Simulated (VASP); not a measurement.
# Sn (Im-3m) in VASP: further runs

The runs below take Sn through single point, with LDA.

Everything below comes from runs of VASP 6.6.1. Logs are shortened: lines on timing, memory, paths and dates and some standing lists are left out, and cuts for length are marked.

## Step 1: The cell of the first run

Symmetry: Im-3m, No. 229, cubic system. The conventional cell has a = 3.738 Å, b = 3.738 Å, c = 3.738 Å, α = 90.00°, β = 90.00°, γ = 90.00°. Within 4.3 Å of Sn (site symmetry m-3m) lie 14 Sn at 3.24 to 3.74 Å.

## Step 2: Single point, LDA

Input file INCAR:

```
SYSTEM = Sn
  PREC = Accurate
  ENCUT = 520
  EDIFF = 1E-7
  ISMEAR = -1
  SIGMA = 0.05
  LREAL = .FALSE.
  LASPH = .TRUE.
  NELM = 80
  ALGO = Normal
  ISIF = 2
  LWAVE = .FALSE.
  LCHARG = .TRUE.
  LELF = .TRUE.
  LVHAR = .TRUE.
  NBANDS = 13
```

Input file KPOINTS:

```
regular mesh
0
G
  10 10 10
  0 0 0
```

Input file POSCAR:

```
Sn
1.0
   -1.8690452773      1.8690452773      1.8690452773
    1.8690452773     -1.8690452773      1.8690452773
    1.8690452773      1.8690452773     -1.8690452773
Sn
1
Direct
    0.0000000000      0.0000000000      0.0000000000
```

Potentials or basis: VASP PAW LDA potentials, release 64 (Sn_d).

Launch:

```
> cat potpaw_LDA.64/Sn_d/POTCAR > POTCAR
> mpirun -np 1 vasp_std > vasp.out
```

OUTCAR:

```text
SYSTEM = Sn
   PREC = Accurate
   ENCUT = 520
   EDIFF = 1E-7
   ISMEAR = -1
   LREAL = .FALSE.
   LASPH = .TRUE.
   NELM = 80
   ISIF = 2

 ion  position               nearest neighbor table
   1  0.000  0.000  0.000-

  LATTYP: Found a body centered cubic cell.
 ALAT       =     3.7380905546

  Lattice vectors:

 A1 = (  -1.8690452773,   1.8690452773,   1.8690452773)
 A2 = (   1.8690452773,  -1.8690452773,   1.8690452773)
 A3 = (   1.8690452773,   1.8690452773,  -1.8690452773)

Analysis of symmetry for initial positions (statically):
=====================================================================
 Subroutine PRICEL returns:
 Original cell was already a primitive cell.

 Routine SETGRP: Setting up the symmetry group for a
 body centered cubic supercell.

 Subroutine GETGRP returns: Found 48 space group operations
[... 9 lines left out ...]

 Routine SETGRP: Setting up the symmetry group for a
 body centered cubic supercell.

 Subroutine GETGRP returns: Found 48 space group operations
[... 11 lines left out ...]
                                     Primitive cell

  volume of cell :      26.1168

  direct lattice vectors                    reciprocal lattice vectors
    -1.869045277  1.869045277  1.869045277     0.000000000  0.267516259  0.267516259
     1.869045277 -1.869045277  1.869045277     0.267516259  0.000000000  0.267516259
     1.869045277  1.869045277 -1.869045277     0.267516259  0.267516259  0.000000000

  length of vectors
     3.237281382  3.237281382  3.237281382     0.378325121  0.378325121  0.378325121

  position of ions in fractional coordinates (direct lattice)
     0.000000000  0.000000000  0.000000000

  ion indices of the primitive-cell ions
   primitive index   ion index
                 1           1

----------------------------------------------------------------------------------------

 KPOINTS: regular mesh

Automatic generation of k-mesh.
 Grid dimensions read from file:
 generate k-points for:   10   10   10

 Generating k-lattice:

  Cartesian coordinates                     Fractional coordinates (reciprocal lattice)
     0.000000000  0.026751626  0.026751626     0.100000000  0.000000000  0.000000000
     0.026751626  0.000000000  0.026751626     0.000000000  0.100000000  0.000000000
     0.026751626  0.026751626  0.000000000     0.000000000  0.000000000  0.100000000

  Length of vectors
     0.037832512  0.037832512  0.037832512

  Shift w.r.t. Gamma in fractional coordinates (k-lattice)
     0.000000000  0.000000000  0.000000000

 Subroutine IBZKPT returns following result:
 ===========================================

 Found     47 irreducible k-points:

 Following reciprocal coordinates:
            Coordinates               Weight
  0.000000  0.000000  0.000000      1.000000
  0.100000  0.000000  0.000000     12.000000
  0.200000  0.000000  0.000000     12.000000
  0.300000  0.000000  0.000000     12.000000
  0.400000  0.000000  0.000000     12.000000
  0.500000  0.000000  0.000000      6.000000
[... 16 lines left out ...]
  0.300000  0.300000  0.100000      8.000000
 -0.300000  0.300000  0.100000     24.000000
 [... further k-points ...]
   k-points           NKPTS =     47   k-points in BZ     NKDIM =     47   number of bands    NBANDS=     13
   number of dos      NEDOS =    301   number of ions     NIONS =      1
   total plane-waves  NPLWV =  13824
   dimension x,y,z NGX =    24 NGY =   24 NGZ =   24
   dimension x,y,z NGXF=    48 NGYF=   48 NGZF=   48
   ions per type =               1
   NGX,Y,Z   is equivalent  to a cutoff of  12.32, 12.32, 12.32 a.u.
   NGXF,Y,Z  is equivalent  to a cutoff of  24.65, 24.65, 24.65 a.u.
 SYSTEM =  Sn
   PREC   = accura    normal or accurate (medium, high low for compatibility)
   ISTART =      0    job   : 0-new  1-cont  2-samecut
   ICHARG =      2    charge: 1-file 2-atom 10-const
   ISPIN  =      1    spin polarized calculation?
   LNONCOLLINEAR =      F non collinear calculations
   LSORBIT =      F    spin-orbit coupling
   LASPH  =      T    aspherical Exc in radial PAW
   ENCUT  =  520.0 eV  38.22 Ry    6.18 a.u.   6.02  6.02  6.02*2*pi/ulx,y,z
   NELM   =     80;   NELMIN=  2; NELMDL= -5     # of ELM steps
   EDIFF  = 0.1E-06   stopping-criterion for ELM
   LREAL  =      F    real-space projection
   EDIFFG = 0.1E-05   stopping-criterion for IOM
   NSW    =      0    number of steps for IOM
   IBRION =     -1    ionic relax: 0-MD 1-quasi-New 2-CG
   NFREE  =      0    steps in history (QN), initial steepest desc. (CG)
   ISIF   =      2    stress and relaxation
   ISYM   =      2    0-nonsym 1-usesym 2-fastsym
   POTIM  = 0.5000    time-step for ionic-motion
   TEBEG  =    0.0;   TEEND  =   0.0 temperature during run
   PSTRESS=    0.0 pullay stress
   NELECT =      14.0000    total number of electrons
   NUPDOWN=      -1.0000    fix difference up-down
   EMIN   =  10.00;   EMAX   =-10.00  energy-range for DOS
[... 5 lines left out ...]
     AMIX     =   0.40;   BMIX     =  1.00
     AMIX_MAG =   1.60;   BMIX_MAG =  1.00
  volume/ion in A,a.u.               =      26.12       176.24
  Fermi-wavevector in a.u.,A,eV,Ry     =   1.329876  2.513101 24.062844  1.768569
  Thomas-Fermi vector in A             =   2.459005
   LORBIT       =      0    0 simple, 1 ext, 2 COOP (PROOUT), +10 PAW based schemes
   GGA     = CA    functional components
   LHFCALC =     F    Hartree Fock is set to
   AEXX    =    0.0000 exact exchange contribution
   IVDW    =     0    specifies the selected vdW correction
   LEPSILON=     F    determine dielectric tensor
   LRPA    =     F    only Hartree local field effects (RPA)
 non-spin polarized calculation
  energy-cutoff  :      520.00
  volume of cell :       26.12
 maximum number of plane-waves:       713
   NGX = 13   NGY = 13   NGZ = 13

 number of electron      13.9999991 magnetization

 Free energy of the ion-electron system (eV)
  ---------------------------------------------------
  ext. energy  EPLUGINS =         0.00000000
  ---------------------------------------------------
  free energy    TOTEN  =        -4.42814630 eV

  energy without entropy =       -4.42132116  energy(sigma->0) =       -4.42473373

 E-fermi :   8.2750     XC(G=0): -10.7948

 val. band max:        8.2176182337   @ k =   0.2000   0.2000   0.0000
 cond. band min:       8.2795162720   @ k =  -0.4000   0.4000   0.4000
 fundamental gap:      0.0618980383
 Fermi energy:         8.2749793264

 k-point     1 :       0.0000    0.0000    0.0000
  band No.  band energies     occupation
      1     -13.1797      2.00000
      2     -13.1797      2.00000
      3     -13.1797      2.00000
      4     -13.0207      2.00000
      5     -13.0207      2.00000
      6      -3.0903      2.00000
      7      16.5099      0.00000
      8      16.5099      0.00000
      9      16.5099      0.00000
     10      20.6010      0.00000
     11      20.6010      0.00000
     12      20.6010      0.00000
     13      21.4060      0.00000

 k-point     2 :       0.1000    0.0000    0.0000
  band No.  band energies     occupation
      1     -13.1848      2.00000
      2     -13.1726      2.00000
      3     -13.1560      2.00000
      4     -13.0263      2.00000
      5     -13.0213      2.00000
      6      -2.8652      2.00000
      7      14.7376      0.00000
      8      15.6937      0.00000
      9      16.2051      0.00000
     10      19.0691      0.00000
     11      19.4174      0.00000
     12      20.2871      0.00000
     13      22.1463      0.00000

 k-point     3 :       0.2000    0.0000    0.0000
  band No.  band energies     occupation
      1     -13.1981      2.00000
      2     -13.1579      2.00000
      3     -13.0934      2.00000
      4     -13.0380      2.00000
      5     -13.0230      2.00000
      6      -2.1883      2.00000
      7      11.5026      0.00000
      8      14.2738      0.00000
      9      15.4351      0.00000
     10      17.9224      0.00000
     11      18.2660      0.00000
     12      20.4994      0.00000
     13      22.6653      0.00000

 k-point     4 :       0.3000    0.0000    0.0000
  band No.  band energies     occupation
      1     -13.2145      2.00000
      2     -13.1517      2.00000
      3     -13.0420      2.00000
      4     -13.0249      2.00000
      5     -13.0146      2.00000
      6      -1.0619      2.00000
      7       8.2979      0.77444
      8      13.0491      0.00000
      9      14.6179      0.00000
     10      17.1546      0.00000
     11      17.4496      0.00000
     12      21.4252      0.00000
     13      23.3123      0.00000

 k-point     5 :       0.4000    0.0000    0.0000
  band No.  band energies     occupation
      1     -13.2277      2.00000
      2     -13.1585      2.00000
      3     -13.0347      2.00000
      4     -13.0265      2.00000
      5     -12.9500      2.00000
      6       0.4720      2.00000
      7       5.4663      2.00000
      8      12.2543      0.00000
      9      14.0516      0.00000
     10      16.7110      0.00000
     11      16.9650      0.00000
     12      22.7438      0.00000
     13      24.0803      0.00000
[... 257 lines left out ...]
 k-point    22 :      -0.2000    0.2000    0.1000
  band No.  band energies     occupation
      1     -13.1739      2.00000
      2     -13.1461      2.00000
      3     -13.0971      2.00000
      4     -13.0541      2.00000
      5     -13.0229      2.00000
      6      -1.9635      2.00000
      7      11.6230      0.00000
      8      13.4344      0.00000
      9      14.2763      0.00000
     10      17.3209      0.00000
     11      19.4058      0.00000
     12      19.8633      0.00000
     13      23.3586      0.00000

 k-point    23 :       0.3000    0.3000    0.1000
  band No.  band energies     occupation
      1     -13.1822      2.00000
      2     -13.0696      2.00000
      3     -13.0696      2.00000
      4     -13.0214      2.00000
      5     -13.0214      2.00000
      6       2.8872      2.00000
      7       5.9338      2.00000
      8       5.9338      2.00000
      9       9.9716      0.00000
     10      22.7535      0.00000
     11      23.4829      0.00000
     12      23.4829      0.00000
     13      27.3007      0.00000

 k-point    24 :      -0.3000    0.3000    0.1000
  band No.  band energies     occupation
      1     -13.1893      2.00000
      2     -13.1388      2.00000
      3     -13.0581      2.00000
      4     -13.0304      2.00000
      5     -13.0178      2.00000
      6      -0.8391      2.00000
      7       8.4844      0.02986
      8      12.2508      0.00000
      9      13.6091      0.00000
     10      17.5399      0.00000
     11      18.5812      0.00000
     12      19.5868      0.00000
     13      25.4429      0.00000

 [... further k-points ...]
[... 5 lines left out ...]
  --------------------------------------------------------------------------------------
  -------------------------------------------------------------------------------------
  Total       -0.2728392     -0.2728392     -0.2728392      0.0000000     -0.0000000      0.0000000
  in kB      -16.7377818    -16.7377818    -16.7377818      0.0000000     -0.0000000      0.0000000
  external PRESSURE =     -16.7377818 kB  Pullay stress =       0.0000000 kB

 VOLUME and BASIS-vectors are now :
 -----------------------------------------------------------------------------
  energy-cutoff  :      520.00
  volume of cell :       26.12
      direct lattice vectors                 reciprocal lattice vectors
    -1.869045277  1.869045277  1.869045277     0.000000000  0.267516259  0.267516259
     1.869045277 -1.869045277  1.869045277     0.267516259  0.000000000  0.267516259
     1.869045277  1.869045277 -1.869045277     0.267516259  0.267516259  0.000000000

 POSITION                                       TOTAL-FORCE (eV/Angst)
 -----------------------------------------------------------------------------------
      0.00000      0.00000      0.00000         0.000000      0.000000      0.000000
 -----------------------------------------------------------------------------------
    total drift:                                0.000000      0.000000      0.000000

  FREE ENERGIE OF THE ION-ELECTRON SYSTEM (eV)
  ---------------------------------------------------
  free  energy   TOTEN  =        -4.4281463005 eV

  energy  without entropy=       -4.4213211579  energy(sigma->0) =       -4.42473373
```

Wall time 3.9 s (1 thread of Intel Xeon 6975P-C (Granite Rapids), shared host); peak memory 0.13 GiB.

What came out:

```
Free energy            : -4.4281 eV
Pressure               : -1.7 GPa
Band gap on the k mesh : zero (band 7 reaches 16.51 eV, above the bottom of band 8 at 5.93 eV)
```

Caveat: spin-orbit coupling is left out, which moves the levels of the heavy elements.

## Step 3: Single point, LDA

This run uses another cell than the first one, of 26.66 Å³/atom, 1.021 times its volume.

Input file INCAR:

```
PREC = Accurate ; ENCUT = 520
EDIFF = 1E-7 ; ISMEAR = -1
SIGMA = 0.05 ; LREAL = F
LASPH = T ; NELM = 60
ALGO = Fast ; ISIF = 2
LWAVE = F ; LCHARG = T
LELF = T ; LVHAR = T
NBANDS = 13
```

Input file KPOINTS:

```
regular mesh
0
Gamma
  10 10 10
```

Input file POSCAR:

```
Sn
1.0
   -1.8819356520      1.8819356520      1.8819356520
    1.8819356520     -1.8819356520      1.8819356520
    1.8819356520      1.8819356520     -1.8819356520
Sn
1
Direct
    0.0000000000      0.0000000000      0.0000000000
```

Potentials or basis: VASP PAW LDA potentials, release 64 (Sn_d).

Launch:

```
> cat potpaw_LDA.64/Sn_d/POTCAR > POTCAR
> mpirun -np 1 vasp_std > vasp.out
```

It took 4.7 s on 1 thread of Intel Xeon 6975P-C (Granite Rapids), shared host; peak memory 0.13 GiB.

The run converged. Its results:

```yaml
Free_energy: -4.4211 eV
Pressure: -2.6 GPa
Band_gap_on_the_k_mesh: zero (band 7 reaches 16.06 eV, above the bottom of band 8 at 5.74 eV)
```

Levels at points of the mesh, in eV from the Fermi level:
```tsv
k point	band 4	band 5	band 6	band 7	band 8	band 9	band 10	band 11
(0.00, 0.00, 0.00)	-21.28	-21.28	-11.21	8.04	8.04	8.04	12.29	12.29
(0.50, 0.00, 0.00)	-21.29	-21.20	-6.46	-4.45	3.64	5.51	8.17	8.46
(0.50, 0.50, 0.50)	-21.22	-21.22	-2.46	-0.48	-0.48	-0.48	3.99	3.99
```

Caveat: spin-orbit coupling is left out, which moves the levels of the heavy elements.

(Continued in part 2 of 3.)
